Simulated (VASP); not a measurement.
# Sb (Fm-3m) in VASP: single point with PBE

Aim: the single point of Sb with PBE.

Everything below comes from runs of VASP 6.6.1. Logs are shortened: lines on timing, memory, paths and dates and some standing lists are left out, and cuts for length are marked.

### Step 1. The cell of the first run

It takes space group Fm-3m (No. 225, cubic). The conventional cell has a = 4.797 Å, b = 4.797 Å, c = 4.797 Å, α = 90.00°, β = 90.00°, γ = 90.00°. Sb (site symmetry m-3m) has 12 Sb at 3.39 Å within 4.5 Å.

### Step 2. Single point, PBE

File INCAR:

```
SYSTEM = Sb
ALGO = Normal ; EDIFF = 1E-6
ENCUT = 520 ; GGA = PE
ISIF = 2 ; ISMEAR = -1
LASPH = .True. ; LCHARG = .True.
LELF = .True. ; LREAL = .False.
LVHAR = .True. ; LWAVE = .False.
NBANDS = 8 ; NELM = 100
PREC = Accurate ; SIGMA = 0.13605693000000002
```

File KPOINTS:

```
k-points
0
Gamma
  12 12 12
  0 0 0
```

File POSCAR:

```
Sb
1.0
    0.0000000000      2.3984944261      2.3984944261
    2.3984944261      0.0000000000      2.3984944261
    2.3984944261      2.3984944261      0.0000000000
Sb
1
Direct
    0.0000000000      0.0000000000      0.0000000000
```

Potentials or basis: VASP PAW PBE potentials, release 64 (Sb).

Command:

```sh
> cat potpaw_PBE.64/Sb/POTCAR > POTCAR
> mpirun -np 1 vasp_std > vasp.out
```

OUTCAR:

```text
SYSTEM = Sb
   EDIFF = 1E-6
   ENCUT = 520
   GGA = PE
   ISIF = 2
   ISMEAR = -1
   LASPH = .True.
   LREAL = .False.
   NELM = 100
   PREC = Accurate

 ion  position               nearest neighbor table
   1  0.000  0.000  0.000-

  LATTYP: Found a face centered cubic cell.
 ALAT       =     4.7969888522

  Lattice vectors:

 A1 = (   0.0000000000,   2.3984944261,   2.3984944261)
 A2 = (   2.3984944261,   0.0000000000,   2.3984944261)
 A3 = (   2.3984944261,   2.3984944261,   0.0000000000)

Analysis of symmetry for initial positions (statically):
=====================================================================
 Subroutine PRICEL returns:
 Original cell was already a primitive cell.

 Routine SETGRP: Setting up the symmetry group for a
 face centered cubic supercell.

 Subroutine GETGRP returns: Found 48 space group operations
 (whereof 48 operations were pure point group operations)
 out of a pool of 48 trial point group operations.

The static configuration has the point symmetry O_h .

Analysis of symmetry for dynamics (positions and initial velocities):
=====================================================================
 Subroutine PRICEL returns:
 Original cell was already a primitive cell.

 Routine SETGRP: Setting up the symmetry group for a
 face centered cubic supercell.

 Subroutine GETGRP returns: Found 48 space group operations
 (whereof 48 operations were pure point group operations)
 out of a pool of 48 trial point group operations.

The dynamic configuration has the point symmetry O_h .

 Subroutine INISYM returns: Found 48 space group operations
 (whereof 48 operations are pure point group operations),
 and found     1 'primitive' translations

----------------------------------------------------------------------------------------

                                     Primitive cell

  volume of cell :      27.5960

  direct lattice vectors                    reciprocal lattice vectors
     0.000000000  2.398494426  2.398494426    -0.208464108  0.208464108  0.208464108
     2.398494426  0.000000000  2.398494426     0.208464108 -0.208464108  0.208464108
     2.398494426  2.398494426  0.000000000     0.208464108  0.208464108 -0.208464108

  length of vectors
     3.391983347  3.391983347  3.391983347     0.361070426  0.361070426  0.361070426

  position of ions in fractional coordinates (direct lattice)
     0.000000000  0.000000000  0.000000000

  ion indices of the primitive-cell ions
[... 70 lines left out ...]
   LSORBIT =      F    spin-orbit coupling
   LASPH  =      T    aspherical Exc in radial PAW
   ENCUT  =  520.0 eV  38.22 Ry    6.18 a.u.   6.31  6.31  6.31*2*pi/ulx,y,z
   NELM   =    100;   NELMIN=  2; NELMDL= -5     # of ELM steps
   EDIFF  = 0.1E-05   stopping-criterion for ELM
   LREAL  =      F    real-space projection
   EDIFFG = 0.1E-04   stopping-criterion for IOM
   NSW    =      0    number of steps for IOM
   IBRION =     -1    ionic relax: 0-MD 1-quasi-New 2-CG
   NFREE  =      0    steps in history (QN), initial steepest desc. (CG)
   ISIF   =      2    stress and relaxation
   ISYM   =      2    0-nonsym 1-usesym 2-fastsym
   POTIM  = 0.5000    time-step for ionic-motion
   TEBEG  =    0.0;   TEEND  =   0.0 temperature during run
   PSTRESS=    0.0 pullay stress
   NELECT =       5.0000    total number of electrons
   NUPDOWN=      -1.0000    fix difference up-down
   EMIN   =  10.00;   EMAX   =-10.00  energy-range for DOS
   EFERMI =   0.00;   METHOD = LEGACY
   ISMEAR =    -1;   SIGMA  =   0.14  broadening in eV -4-tet -1-fermi 0-gaus
   EFERMI_NEDOS =   21; number of points for ismear=-14 and -15
   IALGO  =     38    algorithm
   IMIX   =      4    mixing-type and parameters
     AMIX     =   0.40;   BMIX     =  1.00
     AMIX_MAG =   1.60;   BMIX_MAG =  1.00
  volume/ion in A,a.u.               =      27.60       186.23
  Fermi-wavevector in a.u.,A,eV,Ry     =   0.926366  1.750579 11.675903  0.858155
  Thomas-Fermi vector in A             =   2.052321
   LORBIT       =      0    0 simple, 1 ext, 2 COOP (PROOUT), +10 PAW based schemes
   GGA     = PE    functional components
   LHFCALC =     F    Hartree Fock is set to
   AEXX    =    0.0000 exact exchange contribution
   IVDW    =     0    specifies the selected vdW correction
   LEPSILON=     F    determine dielectric tensor
   LRPA    =     F    only Hartree local field effects (RPA)
 non-spin polarized calculation
  energy-cutoff  :      520.00
  volume of cell :       27.60
 maximum number of plane-waves:       757
 NGX is ok and might be reduce to    28
   NGX = 13   NGY = 13   NGZ = 13

 number of electron       5.0000000 magnetization

 Free energy of the ion-electron system (eV)
  ---------------------------------------------------
  ext. energy  EPLUGINS =         0.00000000
  ---------------------------------------------------
  free energy    TOTEN  =        -3.84321634 eV

  energy without entropy =       -3.79946405  energy(sigma->0) =       -3.82134019

 E-fermi :   8.2210     XC(G=0): -10.1259

 val. band max:        8.2100891342   @ k =   0.5000   0.2500   0.0833
 cond. band min:       8.2212205632   @ k =  -0.4167   0.4167   0.0833
 fundamental gap:      0.0111314290
 Fermi energy:         8.2209749695

 k-point     1 :       0.0000    0.0000    0.0000
  band No.  band energies     occupation
      1      -4.5265      2.00000
      2      13.3508      0.00000
      3      13.3508      0.00000
      4      13.3508      0.00000
      5      18.0836      0.00000
      6      18.0836      0.00000
      7      18.0836      0.00000
      8      18.4521      0.00000
[... 243 lines left out ...]
 k-point    24 :      -0.4167    0.1667    0.0000
  band No.  band energies     occupation
      1      -0.5777      2.00000
      2       3.1496      2.00000
      3       8.6681      0.07211
      4      10.9562      0.00000
      5      14.9539      0.00000
      6      18.7474      0.00000
      7      18.7478      0.00000
      8      22.0910      0.00000

 [... further k-points ...]
[... 5 lines left out ...]
  --------------------------------------------------------------------------------------
  -------------------------------------------------------------------------------------
  Total       -0.0246851     -0.0246851     -0.0246851     -0.0000000     -0.0000000     -0.0000000
  in kB       -1.4331749     -1.4331749     -1.4331749     -0.0000000     -0.0000000     -0.0000000
  external PRESSURE =      -1.4331749 kB  Pullay stress =       0.0000000 kB

 VOLUME and BASIS-vectors are now :
 -----------------------------------------------------------------------------
  energy-cutoff  :      520.00
  volume of cell :       27.60
      direct lattice vectors                 reciprocal lattice vectors
     0.000000000  2.398494426  2.398494426    -0.208464108  0.208464108  0.208464108
     2.398494426  0.000000000  2.398494426     0.208464108 -0.208464108  0.208464108
     2.398494426  2.398494426  0.000000000     0.208464108  0.208464108 -0.208464108

 POSITION                                       TOTAL-FORCE (eV/Angst)
 -----------------------------------------------------------------------------------
      0.00000      0.00000      0.00000         0.000000     -0.000000     -0.000000
 -----------------------------------------------------------------------------------
    total drift:                                0.000000      0.000000      0.000000

  FREE ENERGIE OF THE ION-ELECTRON SYSTEM (eV)
  ---------------------------------------------------
  free  energy   TOTEN  =        -3.8432163376 eV

  energy  without entropy=       -3.7994640460  energy(sigma->0) =       -3.82134019
```

stdout:

```text
POSCAR found type information on POSCAR Sb
 POSCAR found :  1 types and       1 ions
 scaLAPACK will be used
 LDA part: xc-table for (Slater+PW92), standard interpolation
 POSCAR, INCAR and KPOINTS ok, starting setup
 FFT: planning ... GRIDC
 FFT: planning ... GRID_SOFT
 FFT: planning ... GRID
 WAVECAR not read
 entering main loop
```

It took 13 s on 1 thread of Intel Xeon Platinum 8259CL at 2.50GHz (Skylake/Cascade Lake), shared host; peak memory 0.16 GiB.

What came out:

```yaml
Free_energy: -3.8432 eV
Pressure: -0.1 GPa
```

Levels at points of the mesh, in eV from the Fermi level:
| k point | band 1 | band 2 | band 3 | band 4 | band 5 |
| --- | --- | --- | --- | --- | --- |
| (0.00, 0.00, 0.00) | -12.75 | 5.13 | 5.13 | 5.13 | 9.86 |
| (0.50, 0.00, 0.00) | -9.13 | -5.67 | 3.50 | 3.50 | 8.01 |
| (0.50, 0.50, 0.00) | -7.58 | -4.80 | 0.36 | 0.36 | 4.11 |

Caveat: spin-orbit coupling is left out, which moves the levels of the heavy elements.
